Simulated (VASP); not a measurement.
Wanted: the native input for a VASP 6.6.1 run.

| Item | Value |
| --- | --- |
| Task | relaxation of cell and atoms |
| Functional | PBE |
| Potentials or basis | VASP PAW PBE potentials, release 64 (Sm_3, Hf_pv, H), 4f in core |
| Cutoff | 500 eV |
| k mesh | 3 × 3 × 3 |
| Occupations | gaussian, width 0.2 eV |
| Spin | no spin polarisation |
| Dipole correction | no |
| Mended | yes |
| Further INCAR settings | ALGO = Normal; EDIFF = 1e-07; IBRION = 2; EDIFFG = -0.08; NSW = 36; ISIF = 3 |

The structure of SmHf2H lies in POSCAR:

```
SmHf2H
1.0
    3.1748346300      1.8329916300      4.5878557400
   -3.1748346300      1.8329916300      4.5878557400
    0.0000000000     -3.6659832600      4.5878557400
Sm Hf H
2 4 2
Direct
    0.8651050900      0.8651050900      0.8651050900
    0.1348949100      0.1348949100      0.1348949100
    0.5000000000      0.5000000000      0.0000000000
    0.0000000000      0.5000000000      0.5000000000
    0.5000000000      0.0000000000      0.5000000000
    0.5000000000      0.5000000000      0.5000000000
    0.7022444300      0.7022444300      0.7022444300
    0.2977555700      0.2977555700      0.2977555700
```

The cell was built from a structure type or drawn by symmetry, and may not be a known phase.

These files were run (other wordings do the same):

INCAR

```
SYSTEM = SmHf2H
PREC = Accurate
ENCUT = 500
EDIFF = 1E-7
ISMEAR = 0
SIGMA = 0.2
LREAL = .FALSE.
LASPH = .TRUE.
NELM = 200
ALGO = Normal
ISIF = 3
LWAVE = .FALSE.
LCHARG = .FALSE.
GGA = PE
IBRION = 2
NSW = 36
EDIFFG = -0.08
GGA_COMPAT = .FALSE.
NELMIN = 4
LMAXMIX = 6
```

KPOINTS

```
Automatic mesh
0
G
  3 3 3
  0 0 0
```

Potentials or basis: VASP PAW PBE potentials, release 64 (Sm_3, Hf_pv, H), 4f in core.

The run is started by

```console
$ cat potpaw_PBE.64/Sm_3/POTCAR potpaw_PBE.64/Hf_pv/POTCAR potpaw_PBE.64/H/POTCAR > POTCAR
$ mpirun -np 1 vasp_std > vasp.out
```

It gave:

```
Relaxed volume                        : 20.77 Å³/atom
Relaxed cell                          : a = 6.049 Å, b = 6.049 Å, c = 6.049 Å, α = 62.76°, β = 62.76°, γ = 62.76°
Space group after relaxing (to 0.1 Å) : R-3m (No. 166)
Energy gained by relaxing             : 81.2 meV/atom
Ionic steps                           : 11
Pressure after relaxing               : 0.0 GPa
Largest force after relaxing          : 0.053 eV/Å
Band gap on the k mesh                : zero (bands 32 and 33 overlap by 0.28 eV)
```

Caveat: the k points lie up to 0.41 Å⁻¹ apart in the final cell; spin-orbit coupling is left out, which moves the levels of the heavy elements; the 4f electrons are frozen in the core, so they carry no moment and show no levels; the relaxation stopped at a loose force limit of 0.08 eV/Å, so its end isn't a converged minimum.

It took 4.7 min on 1 thread of Intel(R) Xeon(R) 6975P-C (Granite Rapids), on a shared host, peak memory 0.37 GiB.
